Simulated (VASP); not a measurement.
# Be (Im-3m) in VASP: a series of runs

The runs below take Be through single point, relaxation of cell and atoms, with r2SCAN.

Everything below comes from runs of VASP 6.6.1. Logs are shortened: lines on timing, memory, paths and dates and some standing lists are left out, and cuts for length are marked.

## 1. The cell of the first run

The structure is cubic, space group Im-3m (No. 229). The conventional cell has a = 2.502 Å, b = 2.502 Å, c = 2.502 Å, α = 90.00°, β = 90.00°, γ = 90.00°. Be (site symmetry m-3m) has 14 Be at 2.17 to 2.50 Å within 2.9 Å.

## 2. Single point, r2SCAN

POSCAR reads:

```
Be
1.0
   -1.2508581170      1.2508581170      1.2508581170
    1.2508581170     -1.2508581170      1.2508581170
    1.2508581170      1.2508581170     -1.2508581170
Be
1
Direct
    0.0000000000      0.0000000000      0.0000000000
```

INCAR.step1 reads:

```
SYSTEM = Be
  PREC = Accurate
  ENCUT = 520
  ISMEAR = -1
  SIGMA = 0.1
  LREAL = .False.
  LASPH = .True.
  NELM = 80
  NBANDS = 7
  GGA = PE
  ALGO = Normal
  EDIFF = 1E-4
  LWAVE = .True.
  LCHARG = .False.
```

INCAR.step2 reads:

```
SYSTEM = Be
  PREC = Accurate
  ENCUT = 520
  EDIFF = 1E-6
  ISMEAR = -1
  SIGMA = 0.1
  LREAL = .False.
  LASPH = .True.
  NELM = 80
  ALGO = Normal
  ISIF = 2
  LWAVE = .False.
  LCHARG = .False.
  METAGGA = R2SCAN
  LMIXTAU = .True.
  NBANDS = 7
  ISTART = 1
```

KPOINTS reads:

```
Automatic mesh
0
Gamma
  29 29 29
  0 0 0
```

Potentials or basis: VASP PAW PBE potentials, release 64 (Be).

The run is started by

```
$ cat potpaw_PBE.64/Be/POTCAR > POTCAR
$ cp INCAR.step1 INCAR
$ mpirun -np 1 vasp_std > vasp.out
$ cp INCAR.step2 INCAR
$ mpirun -np 1 vasp_std > vasp.out
```

OUTCAR:

```text
SYSTEM = Be
   PREC = Accurate
   ENCUT = 520
   EDIFF = 1E-6
   ISMEAR = -1
   LREAL = .False.
   LASPH = .True.
   NELM = 80
   ISIF = 2
   METAGGA = R2SCAN
   ISTART = 1

 ion  position               nearest neighbor table
   1  0.000  0.000  0.000-

  LATTYP: Found a body centered cubic cell.
 ALAT       =     2.5017162340

  Lattice vectors:

 A1 = (  -1.2508581170,   1.2508581170,   1.2508581170)
 A2 = (   1.2508581170,  -1.2508581170,   1.2508581170)
 A3 = (   1.2508581170,   1.2508581170,  -1.2508581170)

Analysis of symmetry for initial positions (statically):
=====================================================================
 Subroutine PRICEL returns:
 Original cell was already a primitive cell.

 Routine SETGRP: Setting up the symmetry group for a
 body centered cubic supercell.

 Subroutine GETGRP returns: Found 48 space group operations
[... 9 lines left out ...]

 Routine SETGRP: Setting up the symmetry group for a
 body centered cubic supercell.

 Subroutine GETGRP returns: Found 48 space group operations
[... 11 lines left out ...]
                                     Primitive cell

  volume of cell :       7.8286

  direct lattice vectors                    reciprocal lattice vectors
    -1.250858117  1.250858117  1.250858117     0.000000000  0.399725591  0.399725591
     1.250858117 -1.250858117  1.250858117     0.399725591  0.000000000  0.399725591
     1.250858117  1.250858117 -1.250858117     0.399725591  0.399725591  0.000000000

  length of vectors
     2.166549812  2.166549812  2.166549812     0.565297352  0.565297352  0.565297352

  position of ions in fractional coordinates (direct lattice)
     0.000000000  0.000000000  0.000000000

  ion indices of the primitive-cell ions
   primitive index   ion index
                 1           1

----------------------------------------------------------------------------------------

 KPOINTS: Automatic mesh

Automatic generation of k-mesh.
 Grid dimensions read from file:
 generate k-points for:   29   29   29

 Generating k-lattice:

  Cartesian coordinates                     Fractional coordinates (reciprocal lattice)
     0.000000000  0.013783641  0.013783641     0.034482759  0.000000000  0.000000000
     0.013783641  0.000000000  0.013783641     0.000000000  0.034482759  0.000000000
     0.013783641  0.013783641  0.000000000     0.000000000  0.000000000  0.034482759

  Length of vectors
     0.019493012  0.019493012  0.019493012

  Shift w.r.t. Gamma in fractional coordinates (k-lattice)
     0.000000000  0.000000000  0.000000000

 Subroutine IBZKPT returns following result:
 ===========================================

 Found    680 irreducible k-points:

 Following reciprocal coordinates:
            Coordinates               Weight
  0.000000  0.000000  0.000000      1.000000
  0.034483  0.000000  0.000000     12.000000
  0.068966  0.000000  0.000000     12.000000
  0.103448  0.000000  0.000000     12.000000
  0.137931  0.000000  0.000000     12.000000
  0.172414  0.000000  0.000000     12.000000
[... 16 lines left out ...]
  0.275862  0.034483  0.000000     48.000000
  0.310345  0.034483  0.000000     48.000000
 [... further k-points ...]
   k-points           NKPTS =    680   k-points in BZ     NKDIM =    680   number of bands    NBANDS=      7
   number of dos      NEDOS =    301   number of ions     NIONS =      1
   total plane-waves  NPLWV =   4096
   dimension x,y,z NGX =    16 NGY =   16 NGZ =   16
   dimension x,y,z NGXF=    32 NGYF=   32 NGZF=   32
   ions per type =               1
   NGX,Y,Z   is equivalent  to a cutoff of  12.28, 12.28, 12.28 a.u.
   NGXF,Y,Z  is equivalent  to a cutoff of  24.55, 24.55, 24.55 a.u.
 SYSTEM =  Be
   PREC   = accura    normal or accurate (medium, high low for compatibility)
   ISTART =      1    job   : 0-new  1-cont  2-samecut
   ICHARG =      0    charge: 1-file 2-atom 10-const
   ISPIN  =      1    spin polarized calculation?
   LNONCOLLINEAR =      F non collinear calculations
   LSORBIT =      F    spin-orbit coupling
   LASPH  =      T    aspherical Exc in radial PAW
   ENCUT  =  520.0 eV  38.22 Ry    6.18 a.u.   4.03  4.03  4.03*2*pi/ulx,y,z
   NELM   =     80;   NELMIN=  2; NELMDL=  0     # of ELM steps
   EDIFF  = 0.1E-05   stopping-criterion for ELM
   LREAL  =      F    real-space projection
   EDIFFG = 0.1E-04   stopping-criterion for IOM
   NSW    =      0    number of steps for IOM
   IBRION =     -1    ionic relax: 0-MD 1-quasi-New 2-CG
   NFREE  =      0    steps in history (QN), initial steepest desc. (CG)
   ISIF   =      2    stress and relaxation
   ISYM   =      2    0-nonsym 1-usesym 2-fastsym
   POTIM  = 0.5000    time-step for ionic-motion
   TEBEG  =    0.0;   TEEND  =   0.0 temperature during run
   PSTRESS=    0.0 pullay stress
   NELECT =       2.0000    total number of electrons
   NUPDOWN=      -1.0000    fix difference up-down
   EMIN   =  10.00;   EMAX   =-10.00  energy-range for DOS
   EFERMI =   0.00;   METHOD = LEGACY
   ISMEAR =    -1;   SIGMA  =   0.10  broadening in eV -4-tet -1-fermi 0-gaus
   EFERMI_NEDOS =   21; number of points for ismear=-14 and -15
   IALGO  =     38    algorithm
   IMIX   =      4    mixing-type and parameters
     AMIX     =   0.40;   BMIX     =  1.00
     AMIX_MAG =   1.60;   BMIX_MAG =  1.00
  volume/ion in A,a.u.               =       7.83        52.83
  Fermi-wavevector in a.u.,A,eV,Ry     =   1.038780  1.963009 14.681547  1.079063
  Thomas-Fermi vector in A             =   2.173280
   LORBIT       =      0    0 simple, 1 ext, 2 COOP (PROOUT), +10 PAW based schemes
   METAGGA = R2SCAN    functional components
   LHFCALC =     F    Hartree Fock is set to
   AEXX    =    0.0000 exact exchange contribution
   IVDW    =     0    specifies the selected vdW correction
   LEPSILON=     F    determine dielectric tensor
   LRPA    =     F    only Hartree local field effects (RPA)
 non-spin polarized calculation
  energy-cutoff  :      520.00
  volume of cell :        7.83
 maximum number of plane-waves:       236
   NGX =  7   NGY =  7   NGZ =  7

 number of electron       2.0000000 magnetization

 Free energy of the ion-electron system (eV)
  ---------------------------------------------------
  ext. energy  EPLUGINS =         0.00000000
  ---------------------------------------------------
  free energy    TOTEN  =        -4.24379537 eV

  energy without entropy =       -4.23877304  energy(sigma->0) =       -4.24128421

 E-fermi :   8.1385     XC(G=0): -11.2910

 val. band max:        8.1002041840   @ k =   0.3448   0.2414   0.0690
 cond. band min:       8.1431218812   @ k =  -0.3793  -0.4138   0.1724
 fundamental gap:      0.0429176973
 Fermi energy:         8.1384542573

 k-point     1 :       0.0000    0.0000    0.0000
  band No.  band energies     occupation
      1      -5.0794      2.00000
      2      29.2314      0.00000
      3      29.2314      0.00000
      4      29.2314      0.00000
      5      40.4212      0.00000
      6      40.4212      0.00000
      7      40.4212      0.00000

 k-point     2 :       0.0345    0.0000    0.0000
  band No.  band energies     occupation
      1      -5.0342      2.00000
      2      28.9974      0.00000
      3      29.0322      0.00000
      4      29.1751      0.00000
      5      39.7919      0.00000
      6      39.8365      0.00000
      7      40.7356      0.00000

 k-point     3 :       0.0690    0.0000    0.0000
  band No.  band energies     occupation
      1      -4.8986      2.00000
      2      28.2805      0.00000
      3      28.4948      0.00000
      4      29.0076      0.00000
      5      38.3405      0.00000
      6      38.5640      0.00000
      7      41.6184      0.00000

 k-point     4 :       0.1034    0.0000    0.0000
  band No.  band energies     occupation
      1      -4.6726      2.00000
      2      27.0753      0.00000
      3      27.7457      0.00000
      4      28.7354      0.00000
      5      36.9848      0.00000
      6      37.2564      0.00000
      7      41.1233      0.00000

 k-point     5 :       0.1379    0.0000    0.0000
  band No.  band energies     occupation
      1      -4.3562      2.00000
      2      25.4553      0.00000
      3      26.8995      0.00000
      4      28.3722      0.00000
      5      36.0010      0.00000
      6      36.0472      0.00000
      7      40.8049      0.00000

 k-point     6 :       0.1724    0.0000    0.0000
  band No.  band energies     occupation
      1      -3.9496      2.00000
      2      23.5637      0.00000
      3      26.0342      0.00000
      4      27.9396      0.00000
      5      34.8362      0.00000
      6      35.4762      0.00000
      7      40.7338      0.00000

 k-point     7 :       0.2069    0.0000    0.0000
  band No.  band energies     occupation
      1      -3.4532      2.00000
      2      21.5414      0.00000
      3      25.1976      0.00000
      4      27.4653      0.00000
      5      33.7767      0.00000
      6      35.1711      0.00000
      7      40.8916      0.00000
[... 121 lines left out ...]
 k-point    20 :       0.1724    0.0345    0.0000
  band No.  band energies     occupation
      1      -3.6785      2.00000
      2      22.5726      0.00000
      3      25.4249      0.00000
      4      27.4397      0.00000
      5      34.5607      0.00000
      6      35.2727      0.00000
      7      40.7952      0.00000

 k-point    21 :       0.2069    0.0345   -0.0000
  band No.  band energies     occupation
      1      -3.1375      2.00000
      2      20.5279      0.00000
      3      24.6202      0.00000
      4      26.9153      0.00000
      5      33.6488      0.00000
      6      35.0842      0.00000
      7      41.0684      0.00000

 k-point    22 :       0.2414    0.0345    0.0000
  band No.  band energies     occupation
      1      -2.5090      2.00000
      2      18.4863      0.00000
      3      23.8847      0.00000
      4      26.3947      0.00000
      5      32.8300      0.00000
      6      35.0493      0.00000
      7      41.5246      0.00000

 k-point    23 :       0.2759    0.0345    0.0000
  band No.  band energies     occupation
      1      -1.7965      2.00000
      2      16.4993      0.00000
      3      23.2312      0.00000
      4      25.9033      0.00000
      5      32.1113      0.00000
      6      35.1246      0.00000
      7      42.1416      0.00000

 k-point    24 :       0.3103    0.0345    0.0000
  band No.  band energies     occupation
      1      -1.0068      2.00000
      2      14.6025      0.00000
      3      22.6682      0.00000
      4      25.4611      0.00000
      5      31.4972      0.00000
      6      35.2753      0.00000
      7      42.8941      0.00000

 [... further k-points ...]
[... 5 lines left out ...]
  --------------------------------------------------------------------------------------
  -------------------------------------------------------------------------------------
  Total        0.0044547      0.0044547      0.0044547     -0.0000000     -0.0000000     -0.0000000
  in kB        0.9116839      0.9116839      0.9116839     -0.0000000     -0.0000000     -0.0000000
  external PRESSURE =       0.9116839 kB  Pullay stress =       0.0000000 kB

 VOLUME and BASIS-vectors are now :
 -----------------------------------------------------------------------------
  energy-cutoff  :      520.00
  volume of cell :        7.83
      direct lattice vectors                 reciprocal lattice vectors
    -1.250858117  1.250858117  1.250858117     0.000000000  0.399725591  0.399725591
     1.250858117 -1.250858117  1.250858117     0.399725591  0.000000000  0.399725591
     1.250858117  1.250858117 -1.250858117     0.399725591  0.399725591  0.000000000

 POSITION                                       TOTAL-FORCE (eV/Angst)
 -----------------------------------------------------------------------------------
      0.00000      0.00000      0.00000         0.000000      0.000000      0.000000
 -----------------------------------------------------------------------------------
    total drift:                                0.000000     -0.000000     -0.000000

  FREE ENERGIE OF THE ION-ELECTRON SYSTEM (eV)
  ---------------------------------------------------
  free  energy   TOTEN  =        -4.2437953726 eV

  energy  without entropy=       -4.2387730429  energy(sigma->0) =       -4.24128421
```

Run time: 34 s. Hardware: 1 thread of Intel Xeon 6975P-C, shared host; peak memory 0.14 GiB.

Results:

| Quantity | Value |
| --- | --- |
| Free energy | -4.2438 eV |
| Pressure | 0.1 GPa |
| Band gap on the k mesh | zero (band 1 reaches 12.19 eV, above the bottom of band 2 at 6.69 eV) |

Caveat: the PAW data sets were made with another functional, which shifts forces and pressure a little.

## 3. Relaxation of cell and atoms, r2SCAN

This run uses another cell than the first one, of 8.11 Å³/atom, 1.036 times its volume.

POSCAR reads:

```
Be
1.0
   -1.2658080948      1.2658080948      1.2658080948
    1.2658080948     -1.2658080948      1.2658080948
    1.2658080948      1.2658080948     -1.2658080948
Be
1
Direct
    0.0000000000      0.0000000000      0.0000000000
```

INCAR.step1 reads:

```
PREC     = Accurate       # precision mode
ENCUT    = 600            # plane-wave cutoff, eV
ISMEAR   = -1             # smearing method
SIGMA    = 0.1            # smearing width, eV
LREAL    = F              # projectors in reciprocal space
LASPH    = T              # aspherical terms in the spheres
NELM     = 60             # most SCF steps
GGA      = PE             # functional
ALGO     = Normal         # electronic algorithm
EDIFF    = 1E-4           # SCF threshold, eV
LWAVE    = T              # write WAVECAR
LCHARG   = F              # write CHGCAR
```

INCAR.step2 reads:

```
PREC     = Accurate       # precision mode
ENCUT    = 600            # plane-wave cutoff, eV
EDIFF    = 1E-7           # SCF threshold, eV
ISMEAR   = -1             # smearing method
SIGMA    = 0.1            # smearing width, eV
LREAL    = F              # projectors in reciprocal space
LASPH    = T              # aspherical terms in the spheres
NELM     = 60             # most SCF steps
ALGO     = Normal         # electronic algorithm
ISIF     = 3              # what is computed and relaxed
LWAVE    = F              # write WAVECAR
LCHARG   = F              # write CHGCAR
METAGGA  = R2SCAN         # meta-GGA
LMIXTAU  = T            
IBRION   = 2              # ionic algorithm
NSW      = 80             # ionic steps
EDIFFG   = -0.01          # ionic threshold
ISTART   = 1
```

KPOINTS reads:

```
regular mesh
0
Gamma
  17 17 17
```

Potentials or basis: VASP PAW PBE potentials, release 64 (Be).

The run is started by

```
$ cat potpaw_PBE.64/Be/POTCAR > POTCAR
$ cp INCAR.step1 INCAR
$ mpirun -np 1 vasp_std > vasp.out
$ cp INCAR.step2 INCAR
$ mpirun -np 1 vasp_std > vasp.out
```

Wall time 47 s (1 thread of Intel Xeon 6975P-C, shared host); peak memory 0.12 GiB.

The run converged. Its results:

- Free energy: -4.2409 eV
- Relaxed volume: 7.84 Å³/atom
- Relaxed cell: a = 2.168 Å, b = 2.168 Å, c = 2.168 Å, α = 109.47°, β = 109.47°, γ = 109.47°
- Space group after relaxing (to 0.05 Å): Im-3m (No. 229)
- Energy gained by relaxing: 3.5 meV/atom
- Ionic steps: 3
- Pressure after relaxing: 0.0 GPa
- Band gap on the k mesh: zero (band 1 reaches 11.65 eV, above the bottom of band 2 at 6.74 eV)

The path:
| step | energy change (eV) | largest force (eV/Å) | pressure (GPa) | volume (Å³) |
| --- | --- | --- | --- | --- |
| 1 | 0.0000 | 0.0000 | -3.97 | 8.11 |
| 2 | -0.0034 | 0.0000 | -0.61 | 7.88 |
| 3 | -0.0035 | 0.0000 | -0.04 | 7.84 |

Final structure:
```cif
data_structure
_symmetry_space_group_name_H-M 'P 1'
_symmetry_Int_Tables_number 1
_cell_length_a 2.1678
_cell_length_b 2.1678
_cell_length_c 2.1678
_cell_angle_alpha 109.471
_cell_angle_beta 109.471
_cell_angle_gamma 109.471
_cell_volume 7.84
loop_
_atom_site_label
_atom_site_type_symbol
_atom_site_fract_x
_atom_site_fract_y
_atom_site_fract_z
_atom_site_occupancy
Be1 Be 0.00000 0.00000 0.00000 1
```

Levels at points of the mesh, in eV from the Fermi level:
```
           k point  band 1  band 2  band 3  band 4
(0.00, 0.00, 0.00)  -13.23   21.04   21.04   21.04
```

Caveat: the PAW data sets were made with another functional, which shifts forces and pressure a little.

## 4. Single point, r2SCAN, non-collinear spin, zero start, spin-orbit coupling

POSCAR reads:

```
Be
1.0
   -1.2508581170      1.2508581170      1.2508581170
    1.2508581170     -1.2508581170      1.2508581170
    1.2508581170      1.2508581170     -1.2508581170
Be
1
Direct
    0.0000000000      0.0000000000      0.0000000000
```

INCAR.step1 reads:

```
SYSTEM = Be
PREC     = Accurate       ! precision mode
ENCUT    = 520            ! plane-wave cutoff, eV
ISMEAR   = -1             ! smearing method
SIGMA    = 0.1            ! smearing width, eV
LREAL    = .FALSE.        ! projectors in reciprocal space
LASPH    = .TRUE.         ! aspherical terms in the spheres
NELM     = 150            ! most SCF steps
MAGMOM   = 0 0 0          ! initial moments
LSORBIT  = .TRUE.         ! spin-orbit coupling
GGA_COMPAT= .FALSE.      
NBANDS   = 13             ! bands
GGA      = PE             ! functional
ALGO     = Normal         ! electronic algorithm
EDIFF    = 1E-4           ! SCF threshold, eV
LWAVE    = .TRUE.         ! write WAVECAR
LCHARG   = .FALSE.        ! write CHGCAR
```

INCAR.step2 reads:

```
SYSTEM = Be
PREC     = Accurate       ! precision mode
ENCUT    = 520            ! plane-wave cutoff, eV
EDIFF    = 1E-7           ! SCF threshold, eV
ISMEAR   = -1             ! smearing method
SIGMA    = 0.1            ! smearing width, eV
LREAL    = .FALSE.        ! projectors in reciprocal space
LASPH    = .TRUE.         ! aspherical terms in the spheres
NELM     = 150            ! most SCF steps
ALGO     = Normal         ! electronic algorithm
ISIF     = 2              ! what is computed and relaxed
LWAVE    = .FALSE.        ! write WAVECAR
LCHARG   = .TRUE.         ! write CHGCAR
MAGMOM   = 0 0 0          ! initial moments
LORBIT   = 11             ! projections on sites
LSORBIT  = .TRUE.         ! spin-orbit coupling
GGA_COMPAT= .FALSE.      
LORBMOM  = .TRUE.       
METAGGA  = R2SCAN         ! meta-GGA
LMIXTAU  = .TRUE.       
LVHAR    = .TRUE.       
NBANDS   = 13             ! bands
ISTART   = 1
```

KPOINTS reads:

```
Automatic mesh
0
G
  17 17 17
  0 0 0
```

The run is started by

```
$ cat potpaw_PBE.64/Be/POTCAR > POTCAR
$ cp INCAR.step1 INCAR
$ mpirun -np 1 vasp_ncl > vasp.out
$ cp INCAR.step2 INCAR
$ mpirun -np 1 vasp_ncl > vasp.out
```

Wall time 71 s (1 thread of Intel Xeon 6975P-C, shared host); peak memory 0.15 GiB.

It converged, with:

- Free energy: -4.2409 eV
- Pressure: 0.2 GPa
- Net moment: 0.00 μB per cell
- Valence electrons inside the program's atomic spheres: Be 1.17

Moments on the atoms (μB; x, y, z):
```
Be  0.00 0.00 0.00
```

Caveat: the PAW data sets were made with another functional, which shifts forces and pressure a little.

## 5. The runs side by side

```tsv
task	spin	cell	k mesh	cutoff (eV)	gap on the mesh (eV)	pressure (GPa)
single point	off	a = 2.167 Å, angles 109.5°, 1 atom	29 × 29 × 29	520	none	0.1
relaxation of cell and atoms	off	relaxed from a = 2.192 Å, angles 109.5°, 1 atom	17 × 17 × 17	600	none	0.0
single point	non-collinear, zero start, SOC	a = 2.167 Å, angles 109.5°, 1 atom	17 × 17 × 17	520	-	0.2
```

Alike in all rows: level r2SCAN; potentials or basis VASP PAW PBE potentials, release 64 (Be); smearing fermi-dirac 0.1 eV.

Caveats: the PAW data sets were made with another functional, which shifts forces and pressure a little.

Total energies depend on the potentials used, so only differences within one code and one set of settings carry meaning.
